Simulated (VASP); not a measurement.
Input of a VASP 6.6.1 run:

The input INCAR:

```
SYSTEM = Ge3Pd
PREC     = Accurate       ! precision mode
ENCUT    = 520            ! plane-wave cutoff, eV
EDIFF    = 1E-6           ! SCF threshold, eV
ISMEAR   = -1             ! smearing method
SIGMA    = 0.05           ! smearing width, eV
LREAL    = .False.        ! projectors in reciprocal space
LASPH    = .True.         ! aspherical terms in the spheres
NELM     = 80             ! most SCF steps
ALGO     = Normal         ! electronic algorithm
ISIF     = 2              ! what is computed and relaxed
LWAVE    = .False.        ! write WAVECAR
LCHARG   = .False.        ! write CHGCAR
GGA      = PE             ! functional
NBANDS   = 34             ! bands
```

Contents of KPOINTS:

```
Automatic mesh
0
Gamma
  4 4 4
  0 0 0
```

Contents of POSCAR:

```
Ge3Pd
1.0
    4.1420230000      0.0000000000      0.0000000000
    0.0000000000      4.1420230000      0.0000000000
    0.0000000000      0.0000000000      4.1420230000
Pd Ge
1 3
Direct
    0.0000000000      0.0000000000      0.0000000000
    0.5000000000      0.5000000000      0.0000000000
    0.5000000000      0.0000000000      0.5000000000
    0.0000000000      0.5000000000      0.5000000000
```

Potentials or basis: VASP PAW PBE potentials, release 64 (Pd, Ge_d).

Command:

```console
$ cat potpaw_PBE.64/Pd/POTCAR potpaw_PBE.64/Ge_d/POTCAR > POTCAR
$ mpirun -np 1 vasp_std > vasp.out
```

Question: Estimate the pressure.

Answer: -0.3 GPa.

Question: Estimate the band gap on the k mesh.

Answer: Zero (band 26 reaches 7.71 eV, above the bottom of band 27 at 5.94 eV).

Caveat: the k points lie up to 0.38 Å⁻¹ apart.
